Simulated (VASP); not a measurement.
Wanted: the native input for a VASP 6.6.1 run.

* Task: single point
* Functional: r2SCAN
* Potentials or basis: VASP PAW PBE potentials, release 64 (Os)
* Cutoff: 520 eV
* k mesh: 17 × 17 × 17
* Occupations: fermi-dirac, width 0.05 eV
* Spin: no spin polarisation
* Dipole correction: no
* Further INCAR settings: ALGO = Normal; EDIFF = 1e-06; NBANDS = 10

The system is Os.

```
Os
1.0
     0.00000    1.94500    1.94500
     1.94500    0.00000    1.94500
     1.94500    1.94500    0.00000
Os
1
Direct
  0.00000 0.00000 0.00000
```

This isn't the form of Os at room conditions, which is hcp.

One way to write it, as run:

POSCAR

```
Os
1.0
    0.0000000000      1.9450000000      1.9450000000
    1.9450000000      0.0000000000      1.9450000000
    1.9450000000      1.9450000000      0.0000000000
Os
1
Direct
    0.0000000000      0.0000000000      0.0000000000
```

INCAR.step1

```
ALGO = Normal
EDIFF = 1E-4
ENCUT = 520
GGA = PE
ISMEAR = -1
LASPH = True
LCHARG = False
LREAL = False
LWAVE = True
NBANDS = 10
NELM = 80
PREC = Accurate
SIGMA = 0.05
```

INCAR.step2

```
ALGO = Normal
EDIFF = 1E-6
ENCUT = 520
ISIF = 2
ISMEAR = -1
ISTART = 1
LASPH = True
LCHARG = False
LMIXTAU = True
LREAL = False
LWAVE = False
METAGGA = R2SCAN
NBANDS = 10
NELM = 80
PREC = Accurate
SIGMA = 0.05
```

KPOINTS

```
k-points
0
Gamma
  17 17 17
```

Potentials or basis: VASP PAW PBE potentials, release 64 (Os).

Command:

```sh
$ cat potpaw_PBE.64/Os/POTCAR > POTCAR
$ cp INCAR.step1 INCAR
$ mpirun -np 1 vasp_std > vasp.out
$ cp INCAR.step2 INCAR
$ mpirun -np 1 vasp_std > vasp.out
```

Results of the run:

```json
{
 "Pressure": "-16.3 GPa",
 "Band gap on the k mesh": "zero (bands 4 and 5 overlap by 3.74 eV)"
}
```

Caveat: the cell stands under tension; the PAW data sets were made with another functional, which shifts forces and pressure a little; spin-orbit coupling is left out, which moves the levels of the heavy elements.

Run time: 110 s on 1 thread of Intel Xeon 8259CL, on a shared host, peak memory 0.15 GiB.
